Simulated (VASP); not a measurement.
# La (P6_3/mmc) in VASP: single point with r2SCAN

Aim: the single point of La with r2SCAN.

Everything below comes from runs of VASP 6.6.1. Logs are shortened: lines on timing, memory, paths and dates and some standing lists are left out, and cuts for length are marked.

## (1) The cell of the first run

It takes space group P6_3/mmc (No. 194, hexagonal). Conventional cell: a = 3.749 Å, b = 3.749 Å, c = 12.162 Å, α = 90.00°, β = 90.00°, γ = 120.00°. La (site symmetry -3m) has 12 La at 3.73 to 3.75 Å within 4.9 Å. Within 4.9 Å of La (site symmetry -6m2) lie 12 La at 3.73 to 3.75 Å.

## (2) Single point, r2SCAN

File POSCAR:

```
La
1.0
    3.7485337402      0.0000000000      0.0000000000
   -1.8742668701      3.2463254459      0.0000000000
    0.0000000000      0.0000000000     12.1623510067
La
4
Direct
    0.0000000000      0.0000000000      0.0000000000
    0.0000000000      0.0000000000      0.5000000000
    0.3333333333      0.6666666667      0.7500000000
    0.6666666667      0.3333333333      0.2500000000
```

File INCAR.step1:

```
SYSTEM = La
PREC = Accurate
ENCUT = 520
ISMEAR = 1
SIGMA = 0.1
LREAL = .FALSE.
LASPH = .TRUE.
NELM = 60
NBANDS = 30
GGA = PE
ALGO = Normal
EDIFF = 1E-4
LWAVE = .TRUE.
LCHARG = .FALSE.
```

File INCAR.step2:

```
SYSTEM = La
PREC = Accurate
ENCUT = 520
EDIFF = 1E-7
ISMEAR = 1
SIGMA = 0.1
LREAL = .FALSE.
LASPH = .TRUE.
NELM = 60
ALGO = Normal
ISIF = 2
LWAVE = .FALSE.
LCHARG = .FALSE.
METAGGA = R2SCAN
LMIXTAU = .TRUE.
NBANDS = 30
ISTART = 1
```

File KPOINTS:

```
Automatic mesh
0
G
  7 7 2
  0 0 0
```

Potentials or basis: VASP PAW PBE potentials, release 64 (La).

Command:

```console
> cat potpaw_PBE.64/La/POTCAR > POTCAR
> cp INCAR.step1 INCAR
> mpirun -np 1 vasp_std > vasp.out
> cp INCAR.step2 INCAR
> mpirun -np 1 vasp_std > vasp.out
```

OUTCAR:

```text
SYSTEM = La
   PREC = Accurate
   ENCUT = 520
   EDIFF = 1E-7
   ISMEAR = 1
   LREAL = .FALSE.
   LASPH = .TRUE.
   NELM = 60
   ISIF = 2
   METAGGA = R2SCAN
   ISTART = 1

 ion  position               nearest neighbor table
   1  0.000  0.000  0.000-
   2  0.000  0.000  0.500-
   3  0.333  0.667  0.750-
   4  0.667  0.333  0.250-

  LATTYP: Found a hexagonal cell.
 ALAT       =     3.7485337402
 C/A-ratio  =     3.2445622341

  Lattice vectors:

 A1 = (   3.7485337402,   0.0000000000,   0.0000000000)
 A2 = (  -1.8742668701,   3.2463254459,   0.0000000000)
 A3 = (   0.0000000000,   0.0000000000,  12.1623510067)

Analysis of symmetry for initial positions (statically):
=====================================================================
 Subroutine PRICEL returns:
 Original cell was already a primitive cell.

 Routine SETGRP: Setting up the symmetry group for a
 hexagonal supercell.

 Subroutine GETGRP returns: Found 24 space group operations
 (whereof 12 operations were pure point group operations)
 out of a pool of 24 trial point group operations.

The static configuration has the point symmetry D_3d.
 The point group associated with its full space group is D_6h.

Analysis of symmetry for dynamics (positions and initial velocities):
=====================================================================
 Subroutine PRICEL returns:
 Original cell was already a primitive cell.

 Routine SETGRP: Setting up the symmetry group for a
 hexagonal supercell.

 Subroutine GETGRP returns: Found 24 space group operations
 (whereof 12 operations were pure point group operations)
 out of a pool of 24 trial point group operations.

The dynamic configuration has the point symmetry D_3d.
 The point group associated with its full space group is D_6h.

 Subroutine INISYM returns: Found 24 space group operations
 (whereof 12 operations are pure point group operations),
 and found     1 'primitive' translations

----------------------------------------------------------------------------------------

                                     Primitive cell

  volume of cell :     148.0032

  direct lattice vectors                    reciprocal lattice vectors
     3.748533740  0.000000000  0.000000000     0.266770975  0.154020294  0.000000000
    -1.874266870  3.246325446  0.000000000     0.000000000  0.308040588  0.000000000
     0.000000000  0.000000000 12.162351007     0.000000000  0.000000000  0.082220946

  length of vectors
     3.748533740  3.748533740 12.162351007     0.308040588  0.308040588  0.082220946

  position of ions in fractional coordinates (direct lattice)
     0.000000000  0.000000000  0.000000000
     0.000000000  0.000000000  0.500000000
     0.333333333  0.666666667  0.750000000
     0.666666667  0.333333333  0.250000000

  ion indices of the primitive-cell ions
   primitive index   ion index
                 1           1
                 2           2
                 3           3
                 4           4

----------------------------------------------------------------------------------------

 KPOINTS: Automatic mesh

Automatic generation of k-mesh.
 Grid dimensions read from file:
 generate k-points for:    7    7    2

 Generating k-lattice:

  Cartesian coordinates                     Fractional coordinates (reciprocal lattice)
     0.038110139  0.022002899  0.000000000     0.142857143  0.000000000  0.000000000
     0.000000000  0.044005798  0.000000000     0.000000000  0.142857143  0.000000000
     0.000000000  0.000000000  0.041110473     0.000000000  0.000000000  0.500000000

  Length of vectors
     0.044005798  0.044005798  0.041110473

  Shift w.r.t. Gamma in fractional coordinates (k-lattice)
     0.000000000  0.000000000  0.000000000

 Subroutine IBZKPT returns following result:
 ===========================================

 Found     16 irreducible k-points:

 Following reciprocal coordinates:
            Coordinates               Weight
  0.000000  0.000000  0.000000      1.000000
  0.142857  0.000000  0.000000      6.000000
  0.285714  0.000000  0.000000      6.000000
  0.428571  0.000000  0.000000      6.000000
  0.142857  0.142857  0.000000      6.000000
  0.285714  0.142857  0.000000     12.000000
[... 8 lines left out ...]
  0.428571  0.142857  0.500000      6.000000
  0.285714  0.285714  0.500000      6.000000
   k-points           NKPTS =     16   k-points in BZ     NKDIM =     16   number of bands    NBANDS=     30
   number of dos      NEDOS =    301   number of ions     NIONS =      4
   total plane-waves  NPLWV =  70560
   dimension x,y,z NGX =    28 NGY =   28 NGZ =   90
   dimension x,y,z NGXF=    56 NGYF=   56 NGZF=  180
   ions per type =               4
   NGX,Y,Z   is equivalent  to a cutoff of  12.42, 12.42, 12.30 a.u.
   NGXF,Y,Z  is equivalent  to a cutoff of  24.84, 24.84, 24.60 a.u.
 SYSTEM =  La
   PREC   = accura    normal or accurate (medium, high low for compatibility)
   ISTART =      1    job   : 0-new  1-cont  2-samecut
   ICHARG =      0    charge: 1-file 2-atom 10-const
   ISPIN  =      1    spin polarized calculation?
   LNONCOLLINEAR =      F non collinear calculations
   LSORBIT =      F    spin-orbit coupling
   LASPH  =      T    aspherical Exc in radial PAW
   ENCUT  =  520.0 eV  38.22 Ry    6.18 a.u.   6.97  6.97 22.61*2*pi/ulx,y,z
   NELM   =     60;   NELMIN=  2; NELMDL=  0     # of ELM steps
   EDIFF  = 0.1E-06   stopping-criterion for ELM
   LREAL  =      F    real-space projection
   EDIFFG = 0.1E-05   stopping-criterion for IOM
   NSW    =      0    number of steps for IOM
   IBRION =     -1    ionic relax: 0-MD 1-quasi-New 2-CG
   NFREE  =      0    steps in history (QN), initial steepest desc. (CG)
   ISIF   =      2    stress and relaxation
   ISYM   =      2    0-nonsym 1-usesym 2-fastsym
   POTIM  = 0.5000    time-step for ionic-motion
   TEBEG  =    0.0;   TEEND  =   0.0 temperature during run
   PSTRESS=    0.0 pullay stress
   NELECT =      44.0000    total number of electrons
   NUPDOWN=      -1.0000    fix difference up-down
   EMIN   =  10.00;   EMAX   =-10.00  energy-range for DOS
   EFERMI =   0.00;   METHOD = LEGACY
   ISMEAR =     1;   SIGMA  =   0.10  broadening in eV -4-tet -1-fermi 0-gaus
   EFERMI_NEDOS =   21; number of points for ismear=-14 and -15
   IALGO  =     38    algorithm
   IMIX   =      4    mixing-type and parameters
     AMIX     =   0.40;   BMIX     =  1.00
     AMIX_MAG =   1.60;   BMIX_MAG =  1.00
  volume/ion in A,a.u.               =      37.00       249.69
  Fermi-wavevector in a.u.,A,eV,Ry     =   1.092619  2.064750 16.242854  1.193816
  Thomas-Fermi vector in A             =   2.228888
   LORBIT       =      0    0 simple, 1 ext, 2 COOP (PROOUT), +10 PAW based schemes
   METAGGA = R2SCAN    functional components
   LHFCALC =     F    Hartree Fock is set to
   AEXX    =    0.0000 exact exchange contribution
   IVDW    =     0    specifies the selected vdW correction
   LEPSILON=     F    determine dielectric tensor
   LRPA    =     F    only Hartree local field effects (RPA)
 non-spin polarized calculation
 Methfessel and Paxton  Order N= 1 SIGMA  =   0.10
  energy-cutoff  :      520.00
  volume of cell :      148.00
 maximum number of plane-waves:      4018
 NGX is ok and might be reduce to    28
   NGX = 13   NGY = 13   NGZ = 45

 number of electron      44.0000000 magnetization

 Free energy of the ion-electron system (eV)
  ---------------------------------------------------
  ext. energy  EPLUGINS =         0.00000000
  ---------------------------------------------------
  free energy    TOTEN  =      -119.00897838 eV

  energy without entropy =     -119.00988771  energy(sigma->0) =     -119.00928149

 E-fermi :   7.9811     XC(G=0): -10.2335

 val. band max:        7.9287045416   @ k =   0.2857   0.1429   0.0000
 cond. band min:       8.0067589992   @ k =   0.1429   0.0000   0.0000
 fundamental gap:      0.0780544576
 Fermi energy:         7.9811486546

 k-point     1 :       0.0000    0.0000    0.0000
  band No.  band energies     occupation
      1     -26.0671      2.00000
      2     -25.9601      2.00000
      3     -25.9564      2.00000
      4     -25.8456      2.00000
      5     -10.0384      2.00000
      6      -9.3472      2.00000
[... 22 lines left out ...]
     29       9.6476     -0.00000
     30       9.7044     -0.00000

 k-point     2 :       0.1429    0.0000    0.0000
  band No.  band energies     occupation
      1     -26.0319      2.00000
      2     -25.9339      2.00000
      3     -25.9303      2.00000
      4     -25.8292      2.00000
      5      -9.9490      2.00000
      6      -9.3826      2.00000
[... 22 lines left out ...]
     29       9.7050     -0.00000
     30       9.9016     -0.00000

 k-point     3 :       0.2857    0.0000    0.0000
  band No.  band energies     occupation
      1     -25.9473      2.00000
      2     -25.8744      2.00000
      3     -25.8708      2.00000
      4     -25.7963      2.00000
      5      -9.7429      2.00000
      6      -9.6377      2.00000
[... 22 lines left out ...]
     29       9.6152     -0.00000
     30       9.8900     -0.00000

 k-point     4 :       0.4286    0.0000    0.0000
  band No.  band energies     occupation
      1     -25.8671      2.00000
      2     -25.8257      2.00000
      3     -25.8223      2.00000
      4     -25.7805      2.00000
      5      -9.9496      2.00000
      6      -9.9263      2.00000
[... 352 lines left out ...]
     29       9.6607     -0.00000
     30       9.6607     -0.00000

 k-point    15 :       0.4286    0.1429    0.5000
  band No.  band energies     occupation
      1     -25.8311      2.00000
      2     -25.8311      2.00000
      3     -25.7898      2.00000
      4     -25.7898      2.00000
      5      -9.8674      2.00000
      6      -9.8674      2.00000
[... 22 lines left out ...]
     29       9.9991      0.00000
     30      10.0017      0.00000

 k-point    16 :       0.2857    0.2857    0.5000
  band No.  band energies     occupation
      1     -25.8192      2.00000
      2     -25.8192      2.00000
      3     -25.7898      2.00000
      4     -25.7898      2.00000
      5      -9.7266      2.00000
      6      -9.7266      2.00000
[... 22 lines left out ...]
     29       9.7605     -0.00000
     30       9.7605     -0.00000

------------------------ aborting loop because EDIFF is reached ----------------------------------------

  FORCE on cell =-STRESS in cart. coord.  units (eV):
  Direction    XX          YY          ZZ          XY          YZ          ZX
  --------------------------------------------------------------------------------------
  -------------------------------------------------------------------------------------
  Total        0.0383432      0.0383432      0.1033764      0.0000000      0.0000000      0.0000000
  in kB        0.4150758      0.4150758      1.1190799      0.0000000      0.0000000      0.0000000
  external PRESSURE =       0.6497439 kB  Pullay stress =       0.0000000 kB

 VOLUME and BASIS-vectors are now :
 -----------------------------------------------------------------------------
  energy-cutoff  :      520.00
  volume of cell :      148.00
      direct lattice vectors                 reciprocal lattice vectors
     3.748533740  0.000000000  0.000000000     0.266770975  0.154020294  0.000000000
    -1.874266870  3.246325446  0.000000000     0.000000000  0.308040588  0.000000000
     0.000000000  0.000000000 12.162351007     0.000000000  0.000000000  0.082220946

 POSITION                                       TOTAL-FORCE (eV/Angst)
 -----------------------------------------------------------------------------------
      0.00000      0.00000      0.00000        -0.000000      0.000000     -0.000000
      0.00000      0.00000      6.08118        -0.000000      0.000000     -0.000000
     -0.00000      2.16422      9.12176        -0.000000     -0.000000     -0.000000
      1.87427      1.08211      3.04059         0.000000      0.000000      0.000000
 -----------------------------------------------------------------------------------
    total drift:                               -0.000000     -0.000000      0.000000

  FREE ENERGIE OF THE ION-ELECTRON SYSTEM (eV)
  ---------------------------------------------------
  free  energy   TOTEN  =      -119.0089783781 eV

  energy  without entropy=     -119.0098877077  energy(sigma->0) =     -119.00928149
```

Run time: 7.5 min. Hardware: 1 thread of Intel Xeon Platinum 8259CL at 2.50GHz (Skylake/Cascade Lake), shared host; peak memory 0.3 GiB.

Results:

```
Free energy            : -119.0090 eV
Pressure               : 0.1 GPa
Band gap on the k mesh : zero (band 22 reaches 8.91 eV, above the bottom of band 23 at 7.81 eV)
```

Caveat: the PAW data sets were made with another functional, which shifts forces and pressure a little; spin-orbit coupling is left out, which moves the levels of the heavy elements.
